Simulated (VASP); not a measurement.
# NaTlS2 (P-4m2) in VASP: notebook

NaTlS2 is run at these levels: PBE, LDA; tasks: single point.

All numbers are computed with VASP 6.6.1; they aren't measurements. Logs are shortened: lines on timing, memory, paths and dates and some standing lists are left out, and cuts for length are marked.

**1. The cell of the first run**

Symmetry: P-4m2, No. 115, tetragonal system. The conventional cell has a = 4.104 Å, b = 4.104 Å, c = 6.639 Å, α = 90.00°, β = 90.00°, γ = 90.00°. Within 3.6 Å of Na (site symmetry -4m2) lie 4 S at 2.73 Å. Within 3.4 Å of S (site symmetry 2mm) lie 2 Tl at 2.55 Å and 2 Na at 2.73 Å. Tl (site symmetry -4m2) has 4 S at 2.55 Å within 3.4 Å.

**2. Single point, PBE**

INCAR

```
SYSTEM = NaTlS2
ALGO = Normal
EDIFF = 1E-7
ENCUT = 520
GGA = PE
ISIF = 2
ISMEAR = 0
LASPH = .True.
LCHARG = .False.
LREAL = .False.
LWAVE = .False.
NBANDS = 24
NELM = 60
PREC = Accurate
SIGMA = 0.01
```

KPOINTS

```
k-points
0
Gamma
  4 4 2
  0 0 0
```

POSCAR

```
NaTlS2
1.0
    4.1044901769      0.0000000000      0.0000000000
    0.0000000000      4.1044901769      0.0000000000
    0.0000000000      0.0000000000      6.6389352700
Na S Tl
1 2 1
Direct
    0.0000000000      0.0000000000      0.0000000000
    0.0000000000      0.5000000000      0.2708669251
    0.5000000000      0.0000000000      0.7291330749
    0.5000000000      0.5000000000      0.5000000000
```

Potentials or basis: VASP PAW PBE potentials, release 64 (Na_pv, S, Tl_d).

Started as:

```bash
> cat potpaw_PBE.64/Na_pv/POTCAR potpaw_PBE.64/S/POTCAR potpaw_PBE.64/Tl_d/POTCAR > POTCAR
> mpirun -np 1 vasp_std > vasp.out
```

OUTCAR:

```text
SYSTEM = NaTlS2
   EDIFF = 1E-7
   ENCUT = 520
   GGA = PE
   ISIF = 2
   ISMEAR = 0
   LASPH = .True.
   LREAL = .False.
   NELM = 60
   PREC = Accurate

 ion  position               nearest neighbor table
   1  0.000  0.000  0.000-   2 2.73   3 2.73   2 2.73   3 2.73
   2  0.000  0.500  0.271-   4 2.55   4 2.55   1 2.73   1 2.73
   3  0.500  0.000  0.729-   4 2.55   4 2.55   1 2.73   1 2.73
   4  0.500  0.500  0.500-   2 2.55   3 2.55   3 2.55   2 2.55

  LATTYP: Found a simple tetragonal cell.
 ALAT       =     4.1044901769
 C/A-ratio  =     1.6174810960

  Lattice vectors:

 A1 = (   4.1044901769,   0.0000000000,   0.0000000000)
 A2 = (   0.0000000000,   4.1044901769,   0.0000000000)
 A3 = (   0.0000000000,   0.0000000000,   6.6389352700)

Analysis of symmetry for initial positions (statically):
=====================================================================
 Subroutine PRICEL returns:
 Original cell was already a primitive cell.

 Routine SETGRP: Setting up the symmetry group for a
 simple tetragonal supercell.

 Subroutine GETGRP returns: Found  8 space group operations
 (whereof  8 operations were pure point group operations)
 out of a pool of 16 trial point group operations.

The static configuration has the point symmetry D_2d.

Analysis of symmetry for dynamics (positions and initial velocities):
=====================================================================
 Subroutine PRICEL returns:
 Original cell was already a primitive cell.

 Routine SETGRP: Setting up the symmetry group for a
 simple tetragonal supercell.

 Subroutine GETGRP returns: Found  8 space group operations
 (whereof  8 operations were pure point group operations)
 out of a pool of 16 trial point group operations.

The dynamic configuration has the point symmetry D_2d.

 Subroutine INISYM returns: Found  8 space group operations
 (whereof  8 operations are pure point group operations),
 and found     1 'primitive' translations

----------------------------------------------------------------------------------------

                                     Primitive cell

  volume of cell :     111.8451

  direct lattice vectors                    reciprocal lattice vectors
     4.104490177  0.000000000  0.000000000     0.243635618  0.000000000  0.000000000
     0.000000000  4.104490177  0.000000000     0.000000000  0.243635618  0.000000000
     0.000000000  0.000000000  6.638935270     0.000000000  0.000000000  0.150626563

  length of vectors
     4.104490177  4.104490177  6.638935270     0.243635618  0.243635618  0.150626563

  position of ions in fractional coordinates (direct lattice)
     0.000000000  0.000000000  0.000000000
     0.000000000  0.500000000  0.270866925
     0.500000000  0.000000000  0.729133075
     0.500000000  0.500000000  0.500000000

  ion indices of the primitive-cell ions
   primitive index   ion index
                 1           1
                 2           2
                 3           3
                 4           4

----------------------------------------------------------------------------------------

 KPOINTS: k-points

Automatic generation of k-mesh.
 Grid dimensions read from file:
 generate k-points for:    4    4    2

 Generating k-lattice:

  Cartesian coordinates                     Fractional coordinates (reciprocal lattice)
     0.060908904  0.000000000  0.000000000     0.250000000  0.000000000  0.000000000
     0.000000000  0.060908904  0.000000000     0.000000000  0.250000000  0.000000000
     0.000000000  0.000000000  0.075313281     0.000000000  0.000000000  0.500000000

  Length of vectors
     0.060908904  0.060908904  0.075313281

  Shift w.r.t. Gamma in fractional coordinates (k-lattice)
     0.000000000  0.000000000  0.000000000

 Subroutine IBZKPT returns following result:
 ===========================================

 Found     12 irreducible k-points:

 Following reciprocal coordinates:
            Coordinates               Weight
  0.000000  0.000000  0.000000      1.000000
  0.250000  0.000000  0.000000      4.000000
  0.500000  0.000000  0.000000      2.000000
  0.250000  0.250000  0.000000      4.000000
  0.500000  0.250000  0.000000      4.000000
  0.500000  0.500000  0.000000      1.000000
  0.000000  0.000000  0.500000      1.000000
  0.250000  0.000000  0.500000      4.000000
  0.500000  0.000000  0.500000      2.000000
  0.250000  0.250000  0.500000      4.000000
  0.500000  0.250000  0.500000      4.000000
  0.500000  0.500000  0.500000      1.000000
   k-points           NKPTS =     12   k-points in BZ     NKDIM =     12   number of bands    NBANDS=     24
   number of dos      NEDOS =    301   number of ions     NIONS =      4
   total plane-waves  NPLWV =  51200
   dimension x,y,z NGX =    32 NGY =   32 NGZ =   50
   dimension x,y,z NGXF=    64 NGYF=   64 NGZF=  100
   ions per type =               1   2   1
   NGX,Y,Z   is equivalent  to a cutoff of  12.96, 12.96, 12.52 a.u.
   NGXF,Y,Z  is equivalent  to a cutoff of  25.92, 25.92, 25.04 a.u.
 SYSTEM =  NaTlS2
   PREC   = accura    normal or accurate (medium, high low for compatibility)
   ISTART =      0    job   : 0-new  1-cont  2-samecut
   ICHARG =      2    charge: 1-file 2-atom 10-const
   ISPIN  =      1    spin polarized calculation?
   LNONCOLLINEAR =      F non collinear calculations
   LSORBIT =      F    spin-orbit coupling
   LASPH  =      T    aspherical Exc in radial PAW
   ENCUT  =  520.0 eV  38.22 Ry    6.18 a.u.   7.63  7.63 12.34*2*pi/ulx,y,z
   NELM   =     60;   NELMIN=  2; NELMDL= -5     # of ELM steps
   EDIFF  = 0.1E-06   stopping-criterion for ELM
   LREAL  =      F    real-space projection
   EDIFFG = 0.1E-05   stopping-criterion for IOM
   NSW    =      0    number of steps for IOM
   IBRION =     -1    ionic relax: 0-MD 1-quasi-New 2-CG
   NFREE  =      0    steps in history (QN), initial steepest desc. (CG)
   ISIF   =      2    stress and relaxation
   ISYM   =      2    0-nonsym 1-usesym 2-fastsym
   POTIM  = 0.5000    time-step for ionic-motion
   TEBEG  =    0.0;   TEEND  =   0.0 temperature during run
   PSTRESS=    0.0 pullay stress
   NELECT =      32.0000    total number of electrons
   NUPDOWN=      -1.0000    fix difference up-down
   EMIN   =  10.00;   EMAX   =-10.00  energy-range for DOS
   EFERMI =   0.00;   METHOD = LEGACY
   ISMEAR =     0;   SIGMA  =   0.01  broadening in eV -4-tet -1-fermi 0-gaus
   EFERMI_NEDOS =   21; number of points for ismear=-14 and -15
   IALGO  =     38    algorithm
   IMIX   =      4    mixing-type and parameters
     AMIX     =   0.40;   BMIX     =  1.00
     AMIX_MAG =   1.60;   BMIX_MAG =  1.00
  volume/ion in A,a.u.               =      27.96       188.69
  Fermi-wavevector in a.u.,A,eV,Ry     =   1.078746  2.038534 15.833004  1.163693
  Thomas-Fermi vector in A             =   2.214693
   LORBIT       =      0    0 simple, 1 ext, 2 COOP (PROOUT), +10 PAW based schemes
   GGA     = PE    functional components
   LHFCALC =     F    Hartree Fock is set to
   AEXX    =    0.0000 exact exchange contribution
   IVDW    =     0    specifies the selected vdW correction
   LEPSILON=     F    determine dielectric tensor
   LRPA    =     F    only Hartree local field effects (RPA)
 non-spin polarized calculation
 Gauss-broadening in eV      SIGMA  =   0.01
  energy-cutoff  :      520.00
  volume of cell :      111.85
 maximum number of plane-waves:      3033
 NGX is ok and might be reduce to    32
   NGX = 15   NGY = 15   NGZ = 25

 number of electron      32.0000002 magnetization

 Free energy of the ion-electron system (eV)
  ---------------------------------------------------
  ext. energy  EPLUGINS =         0.00000000
  ---------------------------------------------------
  free energy    TOTEN  =       -13.87878281 eV

  energy without entropy =      -13.87878281  energy(sigma->0) =      -13.87878281

 E-fermi :   1.5304     XC(G=0):  -8.0640

 val. band max:        1.4759224613   @ k =   0.0000   0.0000   0.0000
 cond. band min:       2.2767056610   @ k =   0.0000   0.0000   0.0000
 fundamental gap:      0.8007831997
 Fermi energy:         1.5304125259

 k-point     1 :       0.0000    0.0000    0.0000
  band No.  band energies     occupation
      1     -20.7287      2.00000
      2     -20.7287      2.00000
      3     -20.6795      2.00000
      4     -10.4943      2.00000
      5     -10.3920      2.00000
      6      -9.0980      2.00000
[... 16 lines left out ...]
     23       9.3643      0.00000
     24      11.4839      0.00000

 k-point     2 :       0.2500    0.0000    0.0000
  band No.  band energies     occupation
      1     -20.7338      2.00000
      2     -20.7284      2.00000
      3     -20.6785      2.00000
      4     -10.4349      2.00000
      5     -10.3779      2.00000
      6      -9.0931      2.00000
[... 16 lines left out ...]
     23       9.2007      0.00000
     24      11.6332      0.00000

 k-point     3 :       0.5000    0.0000    0.0000
  band No.  band energies     occupation
      1     -20.7388      2.00000
      2     -20.7280      2.00000
      3     -20.6775      2.00000
      4     -10.4202      2.00000
      5     -10.3419      2.00000
      6      -9.0880      2.00000
[... 16 lines left out ...]
     23       9.0868      0.00000
     24      10.9437      0.00000
[... 190 lines left out ...]
 k-point    11 :       0.5000    0.2500    0.5000
  band No.  band energies     occupation
      1     -20.7384      2.00000
      2     -20.7331      2.00000
      3     -20.6764      2.00000
      4     -10.3863      2.00000
      5     -10.3352      2.00000
      6      -9.0247      2.00000
[... 16 lines left out ...]
     23      10.2757      0.00000
     24      10.4633      0.00000

 k-point    12 :       0.5000    0.5000    0.5000
  band No.  band energies     occupation
      1     -20.7380      2.00000
      2     -20.7380      2.00000
      3     -20.6755      2.00000
      4     -10.3487      2.00000
      5     -10.3487      2.00000
      6      -8.9299      2.00000
[... 16 lines left out ...]
     23       9.6604      0.00000
     24       9.8599      0.00000

------------------------ aborting loop because EDIFF is reached ----------------------------------------

  FORCE on cell =-STRESS in cart. coord.  units (eV):
  Direction    XX          YY          ZZ          XY          YZ          ZX
  --------------------------------------------------------------------------------------
  -------------------------------------------------------------------------------------
  Total        0.9336943      0.9336943      0.8627300      0.0000000      0.0000000     -0.0000000
  in kB       13.3751422     13.3751422     12.3585808      0.0000000      0.0000000     -0.0000000
  external PRESSURE =      13.0362884 kB  Pullay stress =       0.0000000 kB

 VOLUME and BASIS-vectors are now :
 -----------------------------------------------------------------------------
  energy-cutoff  :      520.00
  volume of cell :      111.85
      direct lattice vectors                 reciprocal lattice vectors
     4.104490177  0.000000000  0.000000000     0.243635618  0.000000000  0.000000000
     0.000000000  4.104490177  0.000000000     0.000000000  0.243635618  0.000000000
     0.000000000  0.000000000  6.638935270     0.000000000  0.000000000  0.150626563

 POSITION                                       TOTAL-FORCE (eV/Angst)
 -----------------------------------------------------------------------------------
      0.00000      0.00000      0.00000         0.000000      0.000000      0.000000
      0.00000      2.05225      1.79827         0.000000      0.000000     -0.135041
      2.05225      0.00000      4.84067        -0.000000      0.000000      0.135041
      2.05225      2.05225      3.31947         0.000000     -0.000000      0.000000
 -----------------------------------------------------------------------------------
    total drift:                                0.000000      0.000000     -0.000000

  FREE ENERGIE OF THE ION-ELECTRON SYSTEM (eV)
  ---------------------------------------------------
  free  energy   TOTEN  =       -13.8787828121 eV

  energy  without entropy=      -13.8787828121  energy(sigma->0) =      -13.87878281
```

Wall time 29 s (1 thread of Intel Xeon Platinum 8259CL at 2.50GHz (Skylake/Cascade Lake), shared host); peak memory 0.23 GiB.

What came out:

```yaml
Free_energy: -13.8788 eV
Pressure: 1.3 GPa
Largest_force: 0.135 eV/Å
Band_gap_on_the_k_mesh: 0.80 eV
```

Forces on the atoms (eV/Å):
```
Na   0.000  0.000  0.000
S    0.000  0.000 -0.135
S    0.000  0.000  0.135
Tl   0.000  0.000  0.000
```

Caveat: the k points lie up to 0.47 Å⁻¹ apart; spin-orbit coupling is left out, which moves the levels of the heavy elements.

**3. Single point, LDA**

This run uses another cell than the first one, of 26.53 Å³/atom.

INCAR

```
ALGO = Normal ; EDIFF = 1E-6
ENCUT = 520 ; GGA = CA
ISIF = 2 ; ISMEAR = -1
LASPH = T ; LCHARG = F
LREAL = F ; LWAVE = F
NBANDS = 24 ; NELM = 60
PREC = Accurate ; SIGMA = 0.02
```

KPOINTS

```
k-points
0
Gamma
  6 6 4
```

POSCAR

```
NaTlS2
1.0
    4.0310238648      0.0000000000      0.0000000000
    0.0000000000      4.0310238648      0.0000000000
    0.0000000000      0.0000000000      6.5301191943
Na S Tl
1 2 1
Direct
    0.0000000000      0.0000000000      0.0000000000
    0.0000000000      0.5000000000      0.2687390578
    0.5000000000      0.0000000000      0.7312609422
    0.5000000000      0.5000000000      0.5000000000
```

Potentials or basis: VASP PAW LDA potentials, release 64 (Na_pv, S, Tl_d).

Started as:

```bash
> cat potpaw_LDA.64/Na_pv/POTCAR potpaw_LDA.64/S/POTCAR potpaw_LDA.64/Tl_d/POTCAR > POTCAR
> mpirun -np 1 vasp_std > vasp.out
```

It took 54 s on 1 thread of Intel Xeon Platinum 8259CL at 2.50GHz (Skylake/Cascade Lake), shared host; peak memory 0.21 GiB.

It converged, with:

* Free energy: -15.8563 eV
* Pressure: 0.0 GPa
* Band gap on the k mesh: 0.73 eV

Forces on the atoms (eV/Å):
```
Na   0.000  0.000  0.000
S    0.000  0.000  0.003
S    0.000  0.000 -0.003
Tl   0.000  0.000  0.000
```

Levels at points of the mesh, in eV from the valence-band top:
| k point | band 12 | band 13 | band 14 | band 15 | band 16 | band 17 | band 18 | band 19 | band 20 | band 21 |
| --- | --- | --- | --- | --- | --- | --- | --- | --- | --- | --- |
| (0.00, 0.00, 0.00) | -1.47 | -1.47 | -0.45 | 0.00 | 0.00 | 0.73 | 3.37 | 5.33 | 6.85 | 6.85 |
| (0.50, 0.00, 0.00) | -2.51 | -1.71 | -1.42 | -0.97 | -0.08 | 2.28 | 5.75 | 5.75 | 6.38 | 6.76 |
| (0.50, 0.50, 0.00) | -2.54 | -1.81 | -1.81 | -1.70 | -1.01 | 2.35 | 3.75 | 3.75 | 6.67 | 8.12 |
| (0.00, 0.00, 0.50) | -1.42 | -1.39 | -1.39 | -0.12 | -0.12 | 1.99 | 3.41 | 5.68 | 6.49 | 7.26 |
| (0.50, 0.00, 0.50) | -2.95 | -1.17 | -0.95 | -0.77 | -0.08 | 1.46 | 4.86 | 6.17 | 6.43 | 6.96 |
| (0.50, 0.50, 0.50) | -2.79 | -1.92 | -1.92 | -1.40 | -1.38 | 3.21 | 4.77 | 4.77 | 6.77 | 6.99 |

Caveat: spin-orbit coupling is left out, which moves the levels of the heavy elements.
